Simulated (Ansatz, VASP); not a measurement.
**Two plane-wave programs on InPd**

INCAR

```
SYSTEM = InPd
ALGO     = Normal         ! electronic algorithm
EDIFF    = 1E-7           ! SCF threshold, eV
EDIFFG   = -0.01          ! ionic threshold
ENCUT    = 600            ! plane-wave cutoff, eV
IBRION   = 2              ! ionic algorithm
ISIF     = 3              ! what is computed and relaxed
ISMEAR   = -1             ! smearing method
IVDW     = 12             ! dispersion correction
LASPH    = .TRUE.         ! aspherical terms in the spheres
LCHARG   = .FALSE.        ! write CHGCAR
LMIXTAU  = .TRUE.       
LREAL    = .FALSE.        ! projectors in reciprocal space
LWAVE    = .FALSE.        ! write WAVECAR
METAGGA  = R2SCAN         ! meta-GGA
NELM     = 80             ! most SCF steps
NSW      = 40             ! ionic steps
PREC     = Accurate       ! precision mode
SIGMA    = 0.05           ! smearing width, eV
VDW_A1   = 0.49484001   
VDW_A2   = 5.73083694   
VDW_S6   = 1.0          
VDW_S8   = 0.78981345
```

KPOINTS

```
k-points
0
G
  8 8 8
  0 0 0
```

The input POSCAR:

```
InPd
1.0
    0.0000000000      2.7460700000      2.7460700000
    2.7460700000      0.0000000000      2.7460700000
    2.7460700000      2.7460700000      0.0000000000
In Pd
1 1
Direct
    0.0000000000      0.0000000000      0.0000000000
    0.5000000000      0.5000000000      0.5000000000
```

File input.yaml:

```yaml
crystal:
  lattice:
    - [0.0, 2.74607, 2.74607]
    - [2.74607, 0.0, 2.74607]
    - [2.74607, 2.74607, 0.0]
  atoms:
    - { symbol: In, position: [0.0, 0.0, 0.0] }
    - { symbol: Pd, position: [0.5, 0.5, 0.5] }
hamiltonian:
  xc: r2scan
  pseudopotentials: { kind: paw }
  dispersion: d3bj
kpoints:
  mp_grid: { grid: [8, 8, 8] }
scf:
  occupations: { method: fermi_dirac, width: 0.05 }
output:
  forces: true
  stress: true
  eigenvalues: true
  write_density: true
  write_potential: true
  elf: true
  volumetric_format: npy
relax:
  f_tol: 0.01
  max_steps: 40
  cell: { stress_tol: 0.05 }
```

Alike in both runs: task relaxation of cell and atoms; functional r2SCAN; dispersion D3(BJ); k mesh 8 × 8 × 8; occupations fermi-dirac, width 0.05 eV; no spin polarisation.

|  | VASP | Ansatz |
| --- | --- | --- |
| version | VASP 6.6.1 | Ansatz 0.2.0 |
| potentials or method | VASP PAW PBE potentials, release 64 (In_d, Pd) | Ansatz PAW |
| plane-wave cutoff (eV) | 600 | 500 |
| valence electrons in the cell | 23 | 31 |

|  | VASP | Ansatz | Ansatz less VASP |
| --- | --- | --- | --- |
| gap on the k mesh at the Fermi level, each at its own relaxed structure (eV) | none | none | - |
| relaxed volume (Å³/atom) | 19.79 | 19.68 | -0.110 |
| relaxed cell length with the largest relative difference (Å) | 3.826 | 3.818 | -0.0071 |

VASP's potentials were made for PBE, not for r2SCAN. A gap of «none» marks a metal or a gap that the smearing closes. VASP's potentials hold 23 valence electrons a cell and Ansatz's 31, so a difference there can come from the potentials and not from the codes.

Noted on Ansatz's run: the plane-wave basis is chosen anew once the cell has moved, so the energies of steps on either side of that aren't comparable.
